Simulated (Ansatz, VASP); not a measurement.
# Pd: VASP beside Ansatz

File INCAR:

```
  PREC = Accurate
  ENCUT = 520
  EDIFF = 1E-6
  ISMEAR = -1
  SIGMA = 0.05
  LREAL = F
  LASPH = T
  NELM = 150
  ALGO = Fast
  ISIF = 2
  LWAVE = F
  LCHARG = F
  ISPIN = 2
  MAGMOM = 0.39
  LORBIT = 11
  LMAXMIX = 4
  GGA = PS
  NBANDS = 15
```

KPOINTS

```
regular mesh
0
Gamma
  12 12 12
```

POSCAR

```
Pd
1.0
    2.7527666992      0.0000000000      0.0000000000
    1.3763833496      2.3839658922      0.0000000000
    1.3763833496      0.7946552974      2.2476245980
Pd
1
Direct
    0.0000000000      0.0000000000      0.0000000000
```

File input.yaml:

```yaml
crystal:
  lattice: { a: 2.7527666992, b: 2.7527666992, c: 2.7527666992, alpha: 60.0, beta: 60.0, gamma: 60.0 }
  atoms:
    - { symbol: Pd, position: [0.0, 0.0, 0.0], spin: 0.39 }
kpoints:
  mp_grid: { grid: [12, 12, 12] }
scf:
  occupations: { method: fermi_dirac, width: 0.05 }
hamiltonian:
  xc: pbesol
  pseudopotentials: { kind: all_electron, datasets: crystal }
magnetization:
  spin_polarized: true
output:
  forces: true
  stress: true
  eigenvalues: true
  elf: true
  volumetric_format: npy
```

Alike in both runs: task single point; functional PBEsol; k mesh 12 × 12 × 12; occupations fermi-dirac, width 0.05 eV; collinear spin.

```csv
,VASP,Ansatz
version,VASP 6.6.1,Ansatz 0.2.0
potentials or method,"VASP PAW PBE potentials, release 64 (Pd), cutoff 520 eV",all-electron PAW datasets made for the crystal
```

|  | VASP | Ansatz | Ansatz less VASP |
| --- | --- | --- | --- |
| gap on the k mesh at the Fermi level (eV) | none | none | - |
| pressure (GPa) | -3.2 | -2.9 | +0.27 |
| net moment per atom (μB) | 0.11 | 0.11 | +0.001 |
| size of the moment on the site where the two differ most (μB) | 0.11 | 0.12 | +0.005 |

VASP's potentials were made for PBE, not for PBEsol. Site moments also hang on the region over which each program counts them. A gap of «none» marks a metal or a gap that the smearing closes. Ansatz ran all-electron here, and VASP with PAW potentials.
